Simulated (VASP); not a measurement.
MgO: single point with PBEsol

MgO:

```
Mg O
1.0
     3.16980    0.00000    0.00000
    -1.58490    2.74513    0.00000
     0.00000    0.00000    4.77502
Mg O
2 2
Direct
  0.33333 0.66667 0.00216
  0.66667 0.33333 0.50216
  0.33333 0.66667 0.40244
  0.66667 0.33333 0.90244
```

| Quantity | Value |
| --- | --- |
| Program | VASP 6.6.1 |
| Task | single point |
| Functional | PBEsol |
| Potentials or basis | VASP PAW PBE potentials, release 64 (Mg, O) |
| Cutoff | 520 eV |
| k mesh | 12 × 12 × 4 |
| Occupations | fermi-dirac, width 0.1 eV |
| Spin | no spin polarisation |

| Property | Result |
| --- | --- |
| Pressure | 20.6 GPa |
| Largest force | 0.136 eV/Å |
| Band gap on the k mesh | 4.08 eV, direct |

Forces on the atoms (eV/Å):
```
Mg   0.000  0.000 -0.136
Mg   0.000  0.000 -0.136
O    0.000  0.000  0.136
O    0.000  0.000  0.136
```

Stress tensor (GPa, compression positive):
```
21.73  0.00  0.00
 0.00 21.73  0.00
 0.00  0.00 18.50
```

Levels at points of the mesh, in eV from the valence-band top:
| k point | band 4 | band 5 | band 6 | band 7 | band 8 | band 9 | band 10 | band 11 | band 12 | band 13 |
| --- | --- | --- | --- | --- | --- | --- | --- | --- | --- | --- |
| (0.00, 0.00, 0.00) | -0.88 | -0.88 | -0.51 | -0.51 | 0.00 | 4.08 | 9.37 | 11.26 | 14.89 | 14.89 |
| (0.50, 0.00, 0.00) | -2.46 | -2.01 | -1.46 | -0.95 | -0.56 | 8.15 | 8.46 | 10.08 | 11.55 | 13.75 |
| (0.00, 0.00, 0.50) | -2.28 | -0.70 | -0.70 | -0.70 | -0.70 | 6.70 | 6.70 | 14.22 | 14.22 | 15.48 |
| (0.50, 0.00, 0.50) | -3.57 | -1.04 | -1.04 | -0.83 | -0.83 | 7.74 | 7.74 | 11.70 | 11.70 | 14.91 |

It took 18 s on 1 thread of Intel(R) Xeon(R) Platinum 8375C CPU @ 2.90GHz (Ice Lake), on a shared host, peak memory 0.17 GiB.

Caveat: the PAW data sets were made with another functional, which shifts forces and pressure a little. A k mesh can miss the band edges.
